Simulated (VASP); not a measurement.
Co: single point with PBE

The system is Co, a slab with vacuum.

```
Co
1.0
     2.51900    0.00000    0.00000
    -1.25950    2.18152    0.00000
     0.00000    0.00000   23.18200
Co
5
Direct
  0.33333 0.66667 0.32353
  0.66667 0.33333 0.41176
  0.33333 0.66667 0.49816
  0.66667 0.33333 0.58554
  0.33333 0.66667 0.66931
```

```
Program                : VASP 6.6.1
Task                   : single point
Functional             : PBE
Potentials or basis    : VASP PAW PBE potentials, release 64 (Co)
Cutoff                 : 520 eV
k mesh                 : 12 × 12 × 1
Occupations            : fermi-dirac, width 0.05 eV
Spin                   : collinear spin, ferromagnetic start
Starting moments       : [2.0, 2.0, 2.0, 2.0, 2.0] μB
Dipole correction      : yes
Further INCAR settings : ALGO = Normal; EDIFF = 1e-07; NBANDS = 34
```

| Quantity | Value |
| --- | --- |
| Largest force | 0.532 eV/Å |
| Net moment | 8.56 μB per cell |
| Site moments | Co +1.79, +1.72, +1.67, +1.70, +1.77 μB |
| Valence electrons inside the program's atomic spheres | Co 8.06, 8.22, 8.24, 8.26, 8.11 |

Forces in eV/Å, atoms in the order of the input:
```
Co   0.000  0.000  0.532
Co   0.000  0.000 -0.507
Co   0.000  0.000  0.000
Co   0.000  0.000  0.008
Co   0.000  0.000 -0.034
```

Levels at points of the mesh, in eV from the Fermi level:
Spin up:
| k point | band 23 | band 24 | band 25 | band 26 | band 27 | band 28 | band 29 | band 30 | band 31 | band 32 |
| --- | --- | --- | --- | --- | --- | --- | --- | --- | --- | --- |
| (0.00, 0.00, 0.00) | -1.55 | -1.19 | -1.19 | -1.01 | -1.01 | -0.91 | -0.91 | -0.53 | 0.25 | 4.52 |
| (0.50, 0.00, 0.00) | -0.67 | -0.60 | -0.58 | 1.01 | 1.05 | 1.71 | 2.57 | 3.02 | 6.43 | 6.56 |
Spin down:
```
           k point  band 16  band 17  band 18  band 19  band 20  band 21
(0.00, 0.00, 0.00)    -0.69    -0.69    -0.57    -0.57    -0.15     0.01
(0.50, 0.00, 0.00)     0.05     0.59     0.66     0.70     1.15     1.16
```

It took 8.1 min on 1 thread of AMD EPYC 9R14 (Zen 4), with other jobs on the host, peak memory 0.33 GiB.
